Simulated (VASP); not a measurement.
# Al (Fm-3m) in VASP: further runs

Al is run at these levels: PBE; tasks: single point, relaxation of cell and atoms.

All numbers are computed with VASP 6.6.1; they aren't measurements. Logs are shortened: lines on timing, memory, paths and dates and some standing lists are left out, and cuts for length are marked.

## Step 1: The cell of the first run

It takes space group Fm-3m (No. 225, cubic). Conventional cell: a = 4.040 Å, b = 4.040 Å, c = 4.040 Å, α = 90.00°, β = 90.00°, γ = 90.00°. Within 3.8 Å of Al (site symmetry m-3m) lie 12 Al at 2.86 Å.

## Step 2: Single point, PBE

The input, INCAR:

```
ALGO = Normal
EDIFF = 1E-6
ENCUT = 520
GGA = PE
ISIF = 2
ISMEAR = 0
LASPH = True
LCHARG = True
LELF = True
LREAL = False
LVHAR = True
LWAVE = False
NBANDS = 8
NELM = 100
PREC = Accurate
SIGMA = 0.1
```

The input, KPOINTS:

```
k-points
0
Gamma
  24 24 24
```

The input, POSCAR:

```
Al
1.0
    0.0000000000      2.0199475006      2.0199475006
    2.0199475006      0.0000000000      2.0199475006
    2.0199475006      2.0199475006      0.0000000000
Al
1
Direct
    0.0000000000      0.0000000000      0.0000000000
```

Potentials or basis: VASP PAW PBE potentials, release 64 (Al).

Run with:

```
$ cat potpaw_PBE.64/Al/POTCAR > POTCAR
$ mpirun -np 1 vasp_std > vasp.out
```

OUTCAR:

```text
EDIFF = 1E-6
   ENCUT = 520
   GGA = PE
   ISIF = 2
   ISMEAR = 0
   LASPH = True
   LREAL = False
   NELM = 100
   PREC = Accurate

 ion  position               nearest neighbor table
   1  0.000  0.000  0.000-

  LATTYP: Found a face centered cubic cell.
 ALAT       =     4.0398950012

  Lattice vectors:

 A1 = (   0.0000000000,   2.0199475006,   2.0199475006)
 A2 = (   2.0199475006,   0.0000000000,   2.0199475006)
 A3 = (   2.0199475006,   2.0199475006,   0.0000000000)

Analysis of symmetry for initial positions (statically):
=====================================================================
 Subroutine PRICEL returns:
 Original cell was already a primitive cell.

 Routine SETGRP: Setting up the symmetry group for a
 face centered cubic supercell.

 Subroutine GETGRP returns: Found 48 space group operations
 (whereof 48 operations were pure point group operations)
 out of a pool of 48 trial point group operations.

The static configuration has the point symmetry O_h .

Analysis of symmetry for dynamics (positions and initial velocities):
=====================================================================
 Subroutine PRICEL returns:
 Original cell was already a primitive cell.

 Routine SETGRP: Setting up the symmetry group for a
 face centered cubic supercell.

 Subroutine GETGRP returns: Found 48 space group operations
 (whereof 48 operations were pure point group operations)
 out of a pool of 48 trial point group operations.

The dynamic configuration has the point symmetry O_h .

 Subroutine INISYM returns: Found 48 space group operations
 (whereof 48 operations are pure point group operations),
 and found     1 'primitive' translations

----------------------------------------------------------------------------------------

                                     Primitive cell

  volume of cell :      16.4835

  direct lattice vectors                    reciprocal lattice vectors
     0.000000000  2.019947501  2.019947501    -0.247531186  0.247531186  0.247531186
     2.019947501  0.000000000  2.019947501     0.247531186 -0.247531186  0.247531186
     2.019947501  2.019947501  0.000000000     0.247531186  0.247531186 -0.247531186

  length of vectors
     2.856637151  2.856637151  2.856637151     0.428736590  0.428736590  0.428736590

  position of ions in fractional coordinates (direct lattice)
     0.000000000  0.000000000  0.000000000

  ion indices of the primitive-cell ions
   primitive index   ion index
                 1           1

----------------------------------------------------------------------------------------

 KPOINTS: k-points

Automatic generation of k-mesh.
 Grid dimensions read from file:
 generate k-points for:   24   24   24

 Generating k-lattice:

  Cartesian coordinates                     Fractional coordinates (reciprocal lattice)
    -0.010313799  0.010313799  0.010313799     0.041666667  0.000000000  0.000000000
     0.010313799 -0.010313799  0.010313799     0.000000000  0.041666667  0.000000000
     0.010313799  0.010313799 -0.010313799     0.000000000  0.000000000  0.041666667

  Length of vectors
     0.017864025  0.017864025  0.017864025

  Shift w.r.t. Gamma in fractional coordinates (k-lattice)
     0.000000000  0.000000000  0.000000000

 Subroutine IBZKPT returns following result:
 ===========================================

 Found    413 irreducible k-points:

 Following reciprocal coordinates:
            Coordinates               Weight
  0.000000  0.000000  0.000000      1.000000
  0.041667  0.000000  0.000000      8.000000
  0.083333  0.000000  0.000000      8.000000
  0.125000  0.000000  0.000000      8.000000
  0.166667  0.000000  0.000000      8.000000
  0.208333  0.000000  0.000000      8.000000
[... 16 lines left out ...]
  0.416667  0.041667  0.000000     24.000000
  0.458333  0.041667  0.000000     24.000000
 [... further k-points ...]
   k-points           NKPTS =    413   k-points in BZ     NKDIM =    413   number of bands    NBANDS=      8
   number of dos      NEDOS =    301   number of ions     NIONS =      1
   total plane-waves  NPLWV =  13824
   dimension x,y,z NGX =    24 NGY =   24 NGZ =   24
   dimension x,y,z NGXF=    48 NGYF=   48 NGZF=   48
   ions per type =               1
   NGX,Y,Z   is equivalent  to a cutoff of  13.97, 13.97, 13.97 a.u.
   NGXF,Y,Z  is equivalent  to a cutoff of  27.93, 27.93, 27.93 a.u.
 SYSTEM =  unknown system
   PREC   = accura    normal or accurate (medium, high low for compatibility)
   ISTART =      0    job   : 0-new  1-cont  2-samecut
   ICHARG =      2    charge: 1-file 2-atom 10-const
   ISPIN  =      1    spin polarized calculation?
   LNONCOLLINEAR =      F non collinear calculations
   LSORBIT =      F    spin-orbit coupling
   LASPH  =      T    aspherical Exc in radial PAW
   ENCUT  =  520.0 eV  38.22 Ry    6.18 a.u.   5.31  5.31  5.31*2*pi/ulx,y,z
   NELM   =    100;   NELMIN=  2; NELMDL= -5     # of ELM steps
   EDIFF  = 0.1E-05   stopping-criterion for ELM
   LREAL  =      F    real-space projection
   EDIFFG = 0.1E-04   stopping-criterion for IOM
   NSW    =      0    number of steps for IOM
   IBRION =     -1    ionic relax: 0-MD 1-quasi-New 2-CG
   NFREE  =      0    steps in history (QN), initial steepest desc. (CG)
   ISIF   =      2    stress and relaxation
   ISYM   =      2    0-nonsym 1-usesym 2-fastsym
   POTIM  = 0.5000    time-step for ionic-motion
   TEBEG  =    0.0;   TEEND  =   0.0 temperature during run
   PSTRESS=    0.0 pullay stress
   NELECT =       3.0000    total number of electrons
   NUPDOWN=      -1.0000    fix difference up-down
   EMIN   =  10.00;   EMAX   =-10.00  energy-range for DOS
   EFERMI =   0.00;   METHOD = LEGACY
   ISMEAR =     0;   SIGMA  =   0.10  broadening in eV -4-tet -1-fermi 0-gaus
   EFERMI_NEDOS =   21; number of points for ismear=-14 and -15
   IALGO  =     38    algorithm
   IMIX   =      4    mixing-type and parameters
     AMIX     =   0.40;   BMIX     =  1.00
     AMIX_MAG =   1.60;   BMIX_MAG =  1.00
  volume/ion in A,a.u.               =      16.48       111.24
  Fermi-wavevector in a.u.,A,eV,Ry     =   0.927752  1.753197 11.710854  0.860724
  Thomas-Fermi vector in A             =   2.053855
   LORBIT       =      0    0 simple, 1 ext, 2 COOP (PROOUT), +10 PAW based schemes
   GGA     = PE    functional components
   LHFCALC =     F    Hartree Fock is set to
   AEXX    =    0.0000 exact exchange contribution
   IVDW    =     0    specifies the selected vdW correction
   LEPSILON=     F    determine dielectric tensor
   LRPA    =     F    only Hartree local field effects (RPA)
 non-spin polarized calculation
 Gauss-broadening in eV      SIGMA  =   0.10
  energy-cutoff  :      520.00
  volume of cell :       16.48
 maximum number of plane-waves:       459
 NGX is ok and might be reduce to    24
   NGX = 11   NGY = 11   NGZ = 11

 number of electron       3.0000000 magnetization

 Free energy of the ion-electron system (eV)
  ---------------------------------------------------
  ext. energy  EPLUGINS =         0.00000000
  ---------------------------------------------------
  free energy    TOTEN  =        -3.74539594 eV

  energy without entropy =       -3.74294873  energy(sigma->0) =       -3.74417234

 E-fermi :   8.0197     XC(G=0): -10.2004

 val. band max:        7.9918618415   @ k =  -0.3333   0.3750   0.0417
 cond. band min:       8.0316134618   @ k =  -0.2917   0.4583   0.1667
 fundamental gap:      0.0397516203
 Fermi energy:         8.0197135178

 k-point     1 :       0.0000    0.0000    0.0000
  band No.  band energies     occupation
      1      -3.1310      2.00000
      2      20.6350      0.00000
      3      20.6350      0.00000
      4      20.6350      0.00000
      5      22.1342      0.00000
      6      22.1342      0.00000
      7      22.1342      0.00000
      8      24.4831      0.00000

 k-point     2 :       0.0417    0.0000    0.0000
  band No.  band energies     occupation
      1      -3.0838      2.00000
      2      19.6368      0.00000
      3      20.4416      0.00000
      4      20.4416      0.00000
      5      22.4016      0.00000
      6      22.4016      0.00000
      7      22.5920      0.00000
      8      24.9897      0.00000

 k-point     3 :       0.0833    0.0000    0.0000
  band No.  band energies     occupation
      1      -2.9422      2.00000
      2      18.0196      0.00000
      3      20.0673      0.00000
      4      20.0673      0.00000
      5      22.7941      0.00000
      6      22.9908      0.00000
      7      22.9908      0.00000
      8      26.3082      0.00000

 k-point     4 :       0.1250    0.0000    0.0000
  band No.  band energies     occupation
      1      -2.7065      2.00000
      2      16.3305      0.00000
      3      19.6918      0.00000
      4      19.6918      0.00000
      5      22.7374      0.00000
      6      23.6768      0.00000
      7      23.6768      0.00000
      8      25.6843      0.00000

 k-point     5 :       0.1667    0.0000    0.0000
  band No.  band energies     occupation
      1      -2.3771      2.00000
      2      14.6559      0.00000
      3      19.3672      0.00000
      4      19.3672      0.00000
      5      22.6072      0.00000
      6      24.0533      0.00000
      7      24.0533      0.00000
      8      25.2923      0.00000
[... 177 lines left out ...]
 k-point    22 :       0.3750    0.0417    0.0000
  band No.  band energies     occupation
      1       0.4151      2.00000
      2       7.6272      2.00000
      3      17.9790      0.00000
      4      19.1798      0.00000
      5      19.8093      0.00000
      6      21.8714      0.00000
      7      22.9648      0.00000
      8      25.2651      0.00000

 k-point    23 :       0.4167    0.0417    0.0000
  band No.  band energies     occupation
      1       1.2575      2.00000
      2       6.3161      2.00000
      3      18.0782      0.00000
      4      19.2451      0.00000
      5      19.2949      0.00000
      6      21.3284      0.00000
      7      23.1097      0.00000
      8      24.6872      0.00000

 k-point    24 :       0.4583    0.0417    0.0000
  band No.  band energies     occupation
      1       2.1855      2.00000
      2       5.0844      2.00000
      3      18.2572      0.00000
      4      18.7759      0.00000
      5      19.4734      0.00000
      6      20.8611      0.00000
      7      23.3342      0.00000
      8      24.1734      0.00000

 [... further k-points ...]

------------------------ aborting loop because EDIFF is reached ----------------------------------------

  FORCE on cell =-STRESS in cart. coord.  units (eV):
  Direction    XX          YY          ZZ          XY          YZ          ZX
  --------------------------------------------------------------------------------------
  -------------------------------------------------------------------------------------
  Total       -0.0046650     -0.0046650     -0.0046650     -0.0000000      0.0000000      0.0000000
  in kB       -0.4534316     -0.4534316     -0.4534316     -0.0000000      0.0000000      0.0000000
  external PRESSURE =      -0.4534316 kB  Pullay stress =       0.0000000 kB

 VOLUME and BASIS-vectors are now :
 -----------------------------------------------------------------------------
  energy-cutoff  :      520.00
  volume of cell :       16.48
      direct lattice vectors                 reciprocal lattice vectors
     0.000000000  2.019947501  2.019947501    -0.247531186  0.247531186  0.247531186
     2.019947501  0.000000000  2.019947501     0.247531186 -0.247531186  0.247531186
     2.019947501  2.019947501  0.000000000     0.247531186  0.247531186 -0.247531186

 POSITION                                       TOTAL-FORCE (eV/Angst)
 -----------------------------------------------------------------------------------
      0.00000      0.00000      0.00000         0.000000      0.000000      0.000000
 -----------------------------------------------------------------------------------
    total drift:                               -0.000000      0.000000      0.000000

  FREE ENERGIE OF THE ION-ELECTRON SYSTEM (eV)
  ---------------------------------------------------
  free  energy   TOTEN  =        -3.7453959435 eV

  energy  without entropy=       -3.7429487310  energy(sigma->0) =       -3.74417234
```

Run time: 65 s. Hardware: 1 thread of Intel Xeon 8259CL, shared host; peak memory 0.17 GiB.

What came out:

```yaml
Free_energy: -3.7454 eV
Pressure: 0.0 GPa
Band_gap_on_the_k_mesh: zero (an odd number of electrons rules out a gap without spin polarisation)
```

## Step 3: Relaxation of cell and atoms, PBE

This run uses another cell than the first one, of 16.60 Å³/atom.

The input, INCAR:

```
SYSTEM = Al
PREC = Accurate
ENCUT = 600
EDIFF = 1E-6
ISMEAR = 0
SIGMA = 0.1
LREAL = .FALSE.
LASPH = .TRUE.
NELM = 80
ALGO = Normal
ISIF = 3
LWAVE = .FALSE.
LCHARG = .FALSE.
GGA = PE
IBRION = 2
NSW = 100
EDIFFG = -0.002
```

The input, KPOINTS:

```
regular mesh
0
G
  24 24 24
  0 0 0
```

The input, POSCAR:

```
Al
1.0
    0.0000000000      2.0248050000      2.0248050000
    2.0248050000      0.0000000000      2.0248050000
    2.0248050000      2.0248050000      0.0000000000
Al
1
Direct
    0.0000000000      0.0000000000      0.0000000000
```

Potentials or basis: VASP PAW PBE potentials, release 64 (Al).

Run with:

```
$ cat potpaw_PBE.64/Al/POTCAR > POTCAR
$ mpirun -np 1 vasp_std > vasp.out
```

OUTCAR:

```text
SYSTEM = Al
   PREC = Accurate
   ENCUT = 600
   EDIFF = 1E-6
   ISMEAR = 0
   LREAL = .FALSE.
   LASPH = .TRUE.
   NELM = 80
   ISIF = 3
   GGA = PE
   IBRION = 2
   NSW = 100
   EDIFFG = -0.002

 ion  position               nearest neighbor table
   1  0.000  0.000  0.000-

  LATTYP: Found a face centered cubic cell.
 ALAT       =     4.0496100000

  Lattice vectors:

 A1 = (   0.0000000000,   2.0248050000,   2.0248050000)
 A2 = (   2.0248050000,   0.0000000000,   2.0248050000)
 A3 = (   2.0248050000,   2.0248050000,   0.0000000000)

Analysis of symmetry for initial positions (statically):
=====================================================================
 Subroutine PRICEL returns:
 Original cell was already a primitive cell.

[... 245 lines left out ...]

  energy without entropy =       -3.74302938  energy(sigma->0) =       -3.74425216

 E-fermi :   8.0255     XC(G=0): -10.2026

 val. band max:        7.9984730750   @ k =  -0.3333   0.3750   0.0417
 cond. band min:       8.0380117529   @ k =  -0.2917   0.4583   0.1667
 fundamental gap:      0.0395386779
 Fermi energy:         8.0255266966

 k-point     1 :       0.0000    0.0000    0.0000
  band No.  band energies     occupation
      1      -3.1292      2.00000
      2      20.6438      0.00000
      3      20.6438      0.00000
      4      20.6438      0.00000
      5      22.1473      0.00000
[... 177 lines left out ...]
 k-point    24 :       0.4583    0.0417    0.0000
  band No.  band energies     occupation
      1       2.1892      2.00000
      2       5.0892      2.00000
      3      18.2669      0.00000
      4      18.7856      0.00000
      5      19.4835      0.00000

 [... further k-points ...]

------------------------ aborting loop because EDIFF is reached ----------------------------------------

  FORCE on cell =-STRESS in cart. coord.  units (eV):
  Direction    XX          YY          ZZ          XY          YZ          ZX
  --------------------------------------------------------------------------------------
  -------------------------------------------------------------------------------------
  Total        0.0006612      0.0006612      0.0006612      0.0000000      0.0000000      0.0000000
  in kB        0.0643077      0.0643077      0.0643077      0.0000000      0.0000000      0.0000000
  external PRESSURE =       0.0643077 kB  Pullay stress =       0.0000000 kB
[... 16 lines left out ...]
  FREE ENERGIE OF THE ION-ELECTRON SYSTEM (eV)
  ---------------------------------------------------
  free  energy   TOTEN  =        -3.7454749296 eV

  energy  without entropy=       -3.7430293831  energy(sigma->0) =       -3.74425216

 reached required accuracy - stopping structural energy minimisation
```

OSZICAR:

```text
N       E                     dE             d eps       ncg     rms          rms(c)
DAV:   1    -0.131011197920E+01   -0.13101E+01   -0.94111E+02  4170   0.378E+02
DAV:   2    -0.374408127683E+01   -0.24340E+01   -0.22297E+01  5235   0.330E+01
DAV:   3    -0.376770440702E+01   -0.23623E-01   -0.23564E-01  5655   0.377E+00
[... 12 lines left out ...]
DAV:   4    -0.374547053865E+01    0.47264E-06   -0.33360E-07  2495   0.376E-03
   2 F= -.37454705E+01 E0= -.37442496E+01  d E =-.234853E-03
       N       E                     dE             d eps       ncg     rms          rms(c)
DAV:   1    -0.374547526371E+01   -0.42524E-05   -0.53211E-05  5115   0.459E-02    0.652E-03
DAV:   2    -0.374547492959E+01    0.33412E-06   -0.29881E-07  2815   0.516E-03
   3 F= -.37454749E+01 E0= -.37442522E+01  d E =-.239244E-03
```

Run time: 58 s. Hardware: 1 thread of Intel Xeon 8259CL, shared host; peak memory 0.17 GiB.

Results:

```yaml
Free_energy: -3.7455 eV
Relaxed_volume: 16.47 Å³/atom
Relaxed_cell: a = 2.856 Å, b = 2.856 Å, c = 2.856 Å, α = 60.00°, β = 60.00°, γ = 60.00°
Space_group_after_relaxing_to_0.1_Å: Fm-3m (No. 225)
Energy_gained_by_relaxing: 0.2 meV/atom
Ionic_steps: 3
Pressure_after_relaxing: 0.0 GPa
Band_gap_on_the_k_mesh: zero (an odd number of electrons rules out a gap without spin polarisation)
```

The path:
```csv
step,energy change (eV),largest force (eV/Å),pressure (GPa),volume (Å³)
1,0.0000,0.0000,-0.59,16.60
2,-0.0002,0.0000,0.08,16.46
3,-0.0002,0.0000,0.01,16.47
```

Final structure:
```
Al
1.0
     0.00000    2.01957    2.01957
     2.01957    0.00000    2.01957
     2.01957    2.01957    0.00000
Al
1
Direct
  0.00000 0.00000 0.00000
```

Levels at points of the mesh, in eV from the Fermi level:
| k point | band 1 | band 2 | band 3 | band 4 |
| --- | --- | --- | --- | --- |
| (0.00, 0.00, 0.00) | -11.15 | 12.62 | 12.62 | 12.62 |
| (0.50, 0.00, 0.00) | -4.61 | -4.39 | 11.42 | 11.42 |
| (0.50, 0.50, 0.00) | -2.94 | -1.61 | 5.25 | 5.59 |
